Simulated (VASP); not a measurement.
A run of VASP 6.6.1 is set up as follows.

INCAR

```
PREC = Accurate
ENCUT = 520
EDIFF = 1E-6
ISMEAR = 0
SIGMA = 0.02
LREAL = F
LASPH = T
NELM = 80
ALGO = Normal
ISIF = 2
LWAVE = F
LCHARG = F
GGA = PE
NBANDS = 16
```

File KPOINTS:

```
regular mesh
0
Gamma
  6 6 4
```

POSCAR

```
MgS
1.0
    4.2382901459      0.0694761978     -0.0424038815
   -2.0589769207      3.6002289274     -0.0152064302
   -0.0676034118     -0.0670245054      6.5313515104
Mg S
2 2
Direct
    0.6642524056      0.3715522002      0.4879100595
    0.3343292014      0.6678801492      0.9433583037
    0.3229025973      0.6191062998      0.4057323664
    0.6785143646      0.3414584889      0.9129972704
```

Potentials or basis: VASP PAW PBE potentials, release 64 (Mg, S).

Command:

```sh
$ cat potpaw_PBE.64/Mg/POTCAR potpaw_PBE.64/S/POTCAR > POTCAR
$ mpirun -np 1 vasp_std > vasp.out
```

Question: What does it give for the band gap on the k mesh?

Answer: 2.32 eV, direct.

Question: Predict the pressure.

Answer: -2.1 GPa.

Question: Estimate the largest force.

Answer: 2.398 eV/Å.

Forces on the atoms (eV/Å):
```
Mg   1.918 -1.306  0.570
Mg   0.043  0.062  0.546
S   -1.939  1.342 -0.434
S   -0.022 -0.098 -0.681
```

Caveat: the cell differs from its parent crystal (atoms moved at random and the cell strained at random); forces of over 1 eV/Å act on the atoms, so gaps and moduli don't describe the material at rest.
